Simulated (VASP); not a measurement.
# Al4Co (P4mm) in VASP: single point with PBE

Aim: the single point of Al4Co with PBE.

Program: VASP 6.6.1. These are calculated values, not measurements. Logs are shortened: lines on timing, memory, paths and dates and some standing lists are left out, and cuts for length are marked.

### Step 1. The cell of the first run

It takes space group P4mm (No. 99, tetragonal). Conventional cell: a = 6.031 Å, b = 6.031 Å, c = 2.751 Å, α = 90.00°, β = 90.00°, γ = 90.00°. Within 3.3 Å of Al (site symmetry m) lie 5 Al at 2.42 to 2.75 Å and 2 Co at 3.25 Å. Within 3.6 Å of Co (site symmetry 4mm) lie 2 Co at 2.75 Å and 8 Al at 3.25 Å.

The cell was built from a structure type or drawn by symmetry, and may not be a known phase.

### Step 2. Single point, PBE, collinear spin, ferromagnetic start

Input file INCAR:

```
  PREC = Accurate
  ENCUT = 520
  EDIFF = 1E-6
  ISMEAR = 0
  SIGMA = 0.2
  LREAL = False
  LASPH = True
  NELM = 150
  ALGO = Fast
  ISIF = 2
  LWAVE = False
  LCHARG = False
  ISPIN = 2
  MAGMOM = 0 0 0 0 3
  LORBIT = 11
  LMAXMIX = 4
  GGA = PE
  NBANDS = 22
```

Input file KPOINTS:

```
regular mesh
0
Gamma
  4 4 5
```

Input file POSCAR:

```
Al4Co
1.0
    6.0308162498      0.0000000000      0.0000000000
    0.0000000000      6.0308162498      0.0000000000
    0.0000000000      0.0000000000      2.7511749663
Al Co
4 1
Direct
    0.2992523858      0.0000000000      0.3045486778
    0.7007476142      0.0000000000      0.3045486778
    0.0000000000      0.2992523858      0.3045486778
    0.0000000000      0.7007476142      0.3045486778
    0.5000000000      0.5000000000      1.2942184587
```

Potentials or basis: VASP PAW PBE potentials, release 64 (Al, Co).

On the command line:

```sh
$ cat potpaw_PBE.64/Al/POTCAR potpaw_PBE.64/Co/POTCAR > POTCAR
$ mpirun -np 1 vasp_std > vasp.out
```

OUTCAR:

```text
PREC = Accurate
   ENCUT = 520
   EDIFF = 1E-6
   ISMEAR = 0
   LREAL = False
   LASPH = True
   NELM = 150
   ISIF = 2
   ISPIN = 2
   LORBIT = 11
   GGA = PE

 ion  position               nearest neighbor table
   1  0.299  0.000  0.305-   2 2.42   3 2.55   4 2.55
   2  0.701  0.000  0.305-   1 2.42   3 2.55   4 2.55
   3  0.000  0.299  0.305-   4 2.42   2 2.55   1 2.55
   4  0.000  0.701  0.305-   3 2.42   2 2.55   1 2.55
   5  0.500  0.500  0.294-

  LATTYP: Found a simple tetragonal cell.
 ALAT       =     6.0308162498
 C/A-ratio  =     0.4561861699

  Lattice vectors:

 A1 = (   6.0308162498,   0.0000000000,   0.0000000000)
 A2 = (   0.0000000000,   6.0308162498,   0.0000000000)
 A3 = (   0.0000000000,   0.0000000000,   2.7511749663)

Analysis of symmetry for initial positions (statically):
=====================================================================
 Subroutine PRICEL returns:
 Original cell was already a primitive cell.

 Routine SETGRP: Setting up the symmetry group for a
 simple tetragonal supercell.

 Subroutine GETGRP returns: Found  8 space group operations
 (whereof  8 operations were pure point group operations)
 out of a pool of 16 trial point group operations.

The static configuration has the point symmetry C_4v.

Analysis of symmetry for dynamics (positions and initial velocities):
=====================================================================
 Subroutine PRICEL returns:
 Original cell was already a primitive cell.

 Routine SETGRP: Setting up the symmetry group for a
 simple tetragonal supercell.

 Subroutine GETGRP returns: Found  8 space group operations
 (whereof  8 operations were pure point group operations)
 out of a pool of 16 trial point group operations.

The dynamic configuration has the point symmetry C_4v.

Analysis of structural, dynamic, and magnetic symmetry:
=====================================================================
 Subroutine PRICEL returns:
 Original cell was already a primitive cell.

 Routine SETGRP: Setting up the symmetry group for a
 simple tetragonal supercell.

 Subroutine GETGRP returns: Found  8 space group operations
 (whereof  8 operations were pure point group operations)
 out of a pool of 16 trial point group operations.

The overall configuration has the point symmetry C_4v.

 Subroutine INISYM returns: Found  8 space group operations
 (whereof  8 operations are pure point group operations),
 and found     1 'primitive' translations

----------------------------------------------------------------------------------------

                                     Primitive cell

  volume of cell :     100.0623

  direct lattice vectors                    reciprocal lattice vectors
     6.030816250  0.000000000  0.000000000     0.165815034  0.000000000  0.000000000
     0.000000000  6.030816250  0.000000000     0.000000000  0.165815034  0.000000000
     0.000000000  0.000000000  2.751174966     0.000000000  0.000000000  0.363481063

  length of vectors
     6.030816250  6.030816250  2.751174966     0.165815034  0.165815034  0.363481063

  position of ions in fractional coordinates (direct lattice)
     0.299252386  0.000000000  0.304548678
     0.700747614  0.000000000  0.304548678
     0.000000000  0.299252386  0.304548678
     0.000000000  0.700747614  0.304548678
     0.500000000  0.500000000  0.294218459

  ion indices of the primitive-cell ions
   primitive index   ion index
                 1           1
                 2           2
                 3           3
                 4           4
                 5           5

----------------------------------------------------------------------------------------

 KPOINTS: regular mesh

Automatic generation of k-mesh.
 Grid dimensions read from file:
 generate k-points for:    4    4    5

 Generating k-lattice:

  Cartesian coordinates                     Fractional coordinates (reciprocal lattice)
     0.041453758  0.000000000  0.000000000     0.250000000  0.000000000  0.000000000
     0.000000000  0.041453758  0.000000000     0.000000000  0.250000000  0.000000000
     0.000000000  0.000000000  0.072696213     0.000000000  0.000000000  0.200000000

  Length of vectors
     0.041453758  0.041453758  0.072696213

  Shift w.r.t. Gamma in fractional coordinates (k-lattice)
     0.000000000  0.000000000  0.000000000

 Subroutine IBZKPT returns following result:
 ===========================================

 Found     18 irreducible k-points:

 Following reciprocal coordinates:
            Coordinates               Weight
  0.000000  0.000000  0.000000      1.000000
  0.250000  0.000000  0.000000      4.000000
  0.500000  0.000000  0.000000      2.000000
  0.250000  0.250000  0.000000      4.000000
  0.500000  0.250000  0.000000      4.000000
  0.500000  0.500000  0.000000      1.000000
[... 10 lines left out ...]
  0.500000  0.250000  0.400000      8.000000
  0.500000  0.500000  0.400000      2.000000
   k-points           NKPTS =     18   k-points in BZ     NKDIM =     18   number of bands    NBANDS=     22
   number of dos      NEDOS =    301   number of ions     NIONS =      5
   total plane-waves  NPLWV =  46080
   dimension x,y,z NGX =    48 NGY =   48 NGZ =   20
   dimension x,y,z NGXF=    96 NGYF=   96 NGZF=   40
   ions per type =               4   1
   NGX,Y,Z   is equivalent  to a cutoff of  13.23, 13.23, 12.09 a.u.
   NGXF,Y,Z  is equivalent  to a cutoff of  26.46, 26.46, 24.17 a.u.
 SYSTEM =  unknown system
   PREC   = accura    normal or accurate (medium, high low for compatibility)
   ISTART =      0    job   : 0-new  1-cont  2-samecut
   ICHARG =      2    charge: 1-file 2-atom 10-const
   ISPIN  =      2    spin polarized calculation?
   LNONCOLLINEAR =      F non collinear calculations
   LSORBIT =      F    spin-orbit coupling
   LASPH  =      T    aspherical Exc in radial PAW
   ENCUT  =  520.0 eV  38.22 Ry    6.18 a.u.  11.21 11.21  5.12*2*pi/ulx,y,z
   NELM   =    150;   NELMIN=  2; NELMDL= -5     # of ELM steps
   EDIFF  = 0.1E-05   stopping-criterion for ELM
   LREAL  =      F    real-space projection
   EDIFFG = 0.1E-04   stopping-criterion for IOM
   NSW    =      0    number of steps for IOM
   IBRION =     -1    ionic relax: 0-MD 1-quasi-New 2-CG
   NFREE  =      0    steps in history (QN), initial steepest desc. (CG)
   ISIF   =      2    stress and relaxation
   ISYM   =      2    0-nonsym 1-usesym 2-fastsym
   POTIM  = 0.5000    time-step for ionic-motion
   TEBEG  =    0.0;   TEEND  =   0.0 temperature during run
   PSTRESS=    0.0 pullay stress
   NELECT =      21.0000    total number of electrons
   NUPDOWN=      -1.0000    fix difference up-down
   EMIN   =  10.00;   EMAX   =-10.00  energy-range for DOS
   EFERMI =   0.00;   METHOD = LEGACY
   ISMEAR =     0;   SIGMA  =   0.20  broadening in eV -4-tet -1-fermi 0-gaus
   EFERMI_NEDOS =   21; number of points for ismear=-14 and -15
   IALGO  =     68    algorithm
   IMIX   =      4    mixing-type and parameters
     AMIX     =   0.40;   BMIX     =  1.00
     AMIX_MAG =   1.60;   BMIX_MAG =  1.00
  volume/ion in A,a.u.               =      20.01       135.05
  Fermi-wavevector in a.u.,A,eV,Ry     =   0.972877  1.838470 12.877765  0.946489
  Thomas-Fermi vector in A             =   2.103211
   LORBIT       =     11    0 simple, 1 ext, 2 COOP (PROOUT), +10 PAW based schemes
   GGA     = PE    functional components
   LHFCALC =     F    Hartree Fock is set to
   AEXX    =    0.0000 exact exchange contribution
   IVDW    =     0    specifies the selected vdW correction
   LEPSILON=     F    determine dielectric tensor
   LRPA    =     F    only Hartree local field effects (RPA)
 spin polarized calculation
 RMM-DIIS sequential band-by-band and
 Gauss-broadening in eV      SIGMA  =   0.20
  energy-cutoff  :      520.00
  volume of cell :      100.06
 maximum number of plane-waves:      2732
 NGX is ok and might be reduce to    48
   NGX = 23   NGY = 23   NGZ = 11

 number of electron      20.9999997 magnetization       2.0358476

 Free energy of the ion-electron system (eV)
  ---------------------------------------------------
  ext. energy  EPLUGINS =         0.00000000
  ---------------------------------------------------
  free energy    TOTEN  =       -17.96184116 eV

  energy without entropy =      -17.84171379  energy(sigma->0) =      -17.90177748

 E-fermi :   5.2865     XC(G=0):  -9.5352

 val. band max:        5.2838076487   @ k =   0.2500   0.2500   0.4000
 cond. band min:       5.2923482097   @ k =   0.5000   0.5000   0.2000
 fundamental gap:      0.0085405610
 Fermi energy:         5.2865228075

 spin component 1

 k-point     1 :       0.0000    0.0000    0.0000
  band No.  band energies     occupation
      1      -4.0700      1.00000
      2      -0.8160      1.00000
      3       0.1191      1.00000
      4       0.1191      1.00000
      5       1.0832      1.00000
      6       2.3561      1.00000
[... 423 lines left out ...]
      5       2.8133      1.00000
      6       2.8748      1.00000
[... 14 lines left out ...]
     21      11.5829      0.00000
     22      11.7517      0.00000
 Fermi energy:         5.2865228075

 spin component 2

 k-point     1 :       0.0000    0.0000    0.0000
  band No.  band energies     occupation
      1      -4.0470      1.00000
      2      -0.7271      1.00000
      3       0.1264      1.00000
      4       0.1264      1.00000
      5       1.1435      1.00000
      6       3.4366      1.00000
[... 424 lines left out ...]
      6       4.2166      1.00000
[... 14 lines left out ...]
     21      11.7313      0.00000
     22      11.8235      0.00000

------------------------ aborting loop because EDIFF is reached ----------------------------------------

  FORCE on cell =-STRESS in cart. coord.  units (eV):
  Direction    XX          YY          ZZ          XY          YZ          ZX
  --------------------------------------------------------------------------------------
  -------------------------------------------------------------------------------------
  Total        0.2062601      0.2062601     -0.3821609      0.0000000      0.0000000     -0.0000000
  in kB        3.3025951      3.3025951     -6.1190849      0.0000000      0.0000000     -0.0000000
  external PRESSURE =       0.1620351 kB  Pullay stress =       0.0000000 kB

 VOLUME and BASIS-vectors are now :
 -----------------------------------------------------------------------------
  energy-cutoff  :      520.00
  volume of cell :      100.06
      direct lattice vectors                 reciprocal lattice vectors
     6.030816250  0.000000000  0.000000000     0.165815034  0.000000000  0.000000000
     0.000000000  6.030816250  0.000000000     0.000000000  0.165815034  0.000000000
     0.000000000  0.000000000  2.751174966     0.000000000  0.000000000  0.363481063

 POSITION                                       TOTAL-FORCE (eV/Angst)
 -----------------------------------------------------------------------------------
      1.80474      0.00000      0.83787        -0.043910      0.000000     -0.001284
      4.22608      0.00000      0.83787         0.043910      0.000000     -0.001284
      0.00000      1.80474      0.83787        -0.000000     -0.043910     -0.001284
      0.00000      4.22608      0.83787        -0.000000      0.043910     -0.001284
      3.01541      3.01541      0.80945         0.000000      0.000000      0.005138
 -----------------------------------------------------------------------------------
    total drift:                                0.000000     -0.000000      0.000374

  FREE ENERGIE OF THE ION-ELECTRON SYSTEM (eV)
  ---------------------------------------------------
  free  energy   TOTEN  =       -17.9618411640 eV

  energy  without entropy=      -17.8417137916  energy(sigma->0) =      -17.90177748

 total charge

# of ion       s       p       d       tot
------------------------------------------
    1        0.467   0.354   0.000   0.821
    2        0.467   0.354   0.000   0.821
    3        0.467   0.354   0.000   0.821
    4        0.467   0.354   0.000   0.821
    5        0.352   0.136   7.181   7.669
--------------------------------------------------
tot          2.222   1.551   7.181  10.953

 magnetization (x)

# of ion       s       p       d       tot
------------------------------------------
    1        0.002   0.007   0.000   0.009
    2        0.002   0.007   0.000   0.009
    3        0.002   0.007   0.000   0.009
    4        0.002   0.007   0.000   0.009
    5        0.017   0.001   1.964   1.982
--------------------------------------------------
tot          0.026   0.029   1.964   2.019
```

Wall time 80 s (1 thread of AMD EPYC 7R13 (Zen 3), shared host); peak memory 0.24 GiB.

Results:

| Property | Result |
| --- | --- |
| Free energy | -17.9618 eV |
| Pressure | 0.0 GPa |
| Largest force | 0.044 eV/Å |
| Net moment | 2.04 μB per cell |
| Site moments | Al +0.01; Co +1.98 μB |
| Valence electrons inside the program's atomic spheres | Al 0.82; Co 7.67 |

Forces in eV/Å, atoms in the order of the input:
```
Al  -0.044  0.000 -0.001
Al   0.044  0.000 -0.001
Al   0.000 -0.044 -0.001
Al   0.000  0.044 -0.001
Co   0.000  0.000  0.005
```

Stress tensor (GPa, compression positive):
```
 0.33  0.00  0.00
 0.00  0.33  0.00
 0.00  0.00 -0.61
```

Caveat: the k points lie up to 0.46 Å⁻¹ apart.
